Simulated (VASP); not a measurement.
# Cr: single point with PBEsol

Crystal: Cr.

```xyz
2
Lattice="2.7497 0.0000 0.0000 -1.3749 2.3813 0.0000 0.0000 0.0000 4.4680" Properties=species:S:1:pos:R:3 pbc="T T T"
Cr    1.3749    0.7938    3.3510
Cr    0.0000    1.5875    1.1170
```

This cell differs from its parent crystal: volume scaled by 1.04.

- Program: VASP 6.6.1
- Task: single point
- Functional: PBEsol
- Potentials or basis: VASP PAW PBE potentials, release 64 (Cr_pv)
- Cutoff: 520 eV
- k mesh: 11 × 11 × 6
- Occupations: fermi-dirac, width 0.05 eV
- Spin: collinear spin, ferromagnetic start
- Starting moments: [3.0, 3.0] μB

The pressure is -34.1 GPa and the net moment is 2.16 μB per cell. The site moments are Cr +1.00 μB and the valence electrons inside the program's atomic spheres are Cr 10.66.

Stress tensor (GPa, compression positive):
```
-34.73   0.00   0.00
  0.00 -34.73   0.00
  0.00   0.00 -32.83
```

Levels at points of the mesh, in eV from the Fermi level:
Spin up:
| k point | band 11 | band 12 | band 13 | band 14 | band 15 | band 16 |
| --- | --- | --- | --- | --- | --- | --- |
| (0.00, 0.00, 0.00) | -0.69 | -0.39 | -0.39 | 0.01 | 0.01 | 0.29 |
| (0.00, 0.00, 0.50) | -0.80 | -0.80 | -0.80 | -0.80 | 0.86 | 0.86 |
Spin down:
```csv
k point,band 9,band 10,band 11,band 12,band 13,band 14
"(0.00, 0.00, 0.00)",0.08,0.16,0.16,0.53,0.53,0.64
"(0.00, 0.00, 0.50)",-0.47,-0.47,0.11,0.11,0.11,0.11
```

It took 51 s on 1 thread of Intel(R) Xeon(R) Platinum 8488C (Sapphire Rapids), with other jobs on the host, peak memory 0.18 GiB.

Caveat: the PAW data sets were made with another functional, which shifts forces and pressure a little.
